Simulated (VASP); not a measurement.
A run of VASP 6.6.1:

Contents of INCAR:

```
SYSTEM = Si
  PREC = Accurate
  ENCUT = 500
  EDIFF = 1E-6
  ISMEAR = 0
  SIGMA = 0.01
  LREAL = Auto
  LASPH = .TRUE.
  NELM = 120
  ALGO = Normal
  ISIF = 2
  LWAVE = .FALSE.
  LCHARG = .FALSE.
  GGA = PE
  NBANDS = 96
  GGA_COMPAT = .FALSE.
```

KPOINTS

```
regular mesh
0
G
  1 1 1
  0 0 0
```

Contents of POSCAR:

```
Si
1.0
    0.0000000000      8.1655530000      8.1655530000
    8.1655530000      0.0000000000      8.1655530000
    5.4437020000      5.4437020000      0.0000000000
Si
36
Direct
    0.0914320000      0.0810370000      0.1270520000
    0.0005080000      0.0028930000     -0.0072850000
    0.0818970000      0.0807300000      0.6194160000
   -0.0029230000     -0.0017750000      0.4985100000
    0.0801930000      0.4181280000      0.1221550000
   -0.0110770000      0.3374580000     -0.0020360000
    0.0807580000      0.4175960000      0.6261950000
    0.0001830000      0.3303740000      0.5009950000
    0.0780080000      0.7550000000      0.1184250000
   -0.0007160000      0.6667330000      0.0011370000
    0.0824790000      0.7516730000      0.6061150000
   -0.0008100000      0.6656640000      0.4970720000
    0.4215180000      0.0795000000      0.1238930000
    0.3258270000      0.0004950000     -0.0091460000
    0.4107490000      0.0910830000      0.6279930000
    0.3328460000      0.0001380000      0.4917680000
    0.4125330000      0.4176890000      0.1132020000
    0.3338270000      0.3267960000     -0.0000520000
    0.4123090000      0.4223640000      0.6296670000
    0.3310640000      0.3262360000      0.4951770000
    0.4160110000      0.7460540000      0.1258110000
    0.3363540000      0.6660160000     -0.0029750000
    0.4189580000      0.7485040000      0.6287970000
    0.3317580000      0.6718950000      0.4978470000
    0.7458180000      0.0832220000      0.1209830000
    0.6629110000     -0.0008960000      0.0032820000
    0.7419430000      0.0827300000      0.6235300000
    0.6657080000      0.0023860000      0.4924450000
    0.7518880000      0.4154290000      0.1249410000
    0.6654620000      0.3317480000     -0.0034010000
    0.7510350000      0.4236610000      0.6299600000
    0.6692740000      0.3349110000      0.4969070000
    0.7517550000      0.7569220000      0.1176940000
    0.6692290000      0.6698870000      0.0009810000
    0.7524400000      0.7545660000      0.6362060000
    0.6709530000      0.6721970000      0.5013320000
```

Potentials or basis: VASP PAW PBE potentials, release 64 (Si).

Run with:

```console
$ cat potpaw_PBE.64/Si/POTCAR > POTCAR
$ mpirun -np 1 vasp_gam > vasp.out
```

Hardware: 1 thread of AMD EPYC 7R43 64-Core Processor (Zen 3), on a shared host.

Estimate the wall time of this run.

Run time: 2.1 min on 1 thread of AMD EPYC 7R43 64-Core Processor (Zen 3), on a shared host, peak memory 0.63 GiB. Counts: scf iterations 14, k points 1.
